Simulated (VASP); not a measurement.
# TePb: relaxation of cell and atoms with PBE

TePb:

```
Te Pb
1.0
     0.00000    3.23100    3.23100
     3.23100    0.00000    3.23100
     3.23100    3.23100    0.00000
Te Pb
1 1
Direct
  0.50000 0.50000 0.50000
  0.00000 0.00000 0.00000
```

```
Program                : VASP 6.6.1
Task                   : relaxation of cell and atoms
Functional             : PBE
Potentials or basis    : VASP PAW PBE potentials, release 64 (Te, Pb_d)
Cutoff                 : 600 eV
k mesh                 : 3 × 3 × 3
Occupations            : gaussian, width 0.01 eV
Spin                   : no spin polarisation
Dipole correction      : no
Further INCAR settings : ALGO = Normal; EDIFF = 1e-06; IBRION = 2; EDIFFG = -0.01; NSW = 80; ISIF = 3
```

```
Relaxed volume                         : 35.33 Å³/atom
Relaxed cell                           : a = 4.641 Å, b = 4.641 Å, c = 4.641 Å, α = 60.00°, β = 60.00°, γ = 60.00°
Space group after relaxing (to 0.05 Å) : Fm-3m (No. 225)
Energy gained by relaxing              : 9.9 meV/atom
Ionic steps                            : 3
Pressure after relaxing                : 0.0 GPa
```

Step by step:
```
step  energy change (eV)  largest force (eV/Å)  pressure (GPa)  volume (Å³)
   1              0.0000                0.0000            2.06        67.46
   2             -0.0177                0.0000           -0.60        71.79
   3             -0.0198                0.0000            0.01        70.67
```

Final structure:
```
Te Pb
1.0
     0.00000    3.28142    3.28142
     3.28142    0.00000    3.28142
     3.28142    3.28142    0.00000
Te Pb
1 1
Direct
  0.50000 0.50000 0.50000
  0.00000 0.00000 0.00000
```

Levels at points of the mesh, in eV from the Fermi level:
| k point | band 8 | band 9 | band 10 | band 11 | band 12 | band 13 |
| --- | --- | --- | --- | --- | --- | --- |
| (0.00, 0.00, 0.00) | -0.90 | -0.90 | -0.90 | 4.31 | 4.31 | 4.31 |

Run time: 16 s on 1 thread of AMD EPYC 9R14 (Zen 4) (shared host), peak memory 0.2 GiB.

Caveat: the k points lie up to 0.55 Å⁻¹ apart in the final cell; this odd mesh misses L, where the gap lies, so gap, dielectric constants and Born charges aren't listed; spin-orbit coupling is left out, which moves the levels of the heavy elements. PBE usually gives volumes a little too large and moduli too small.
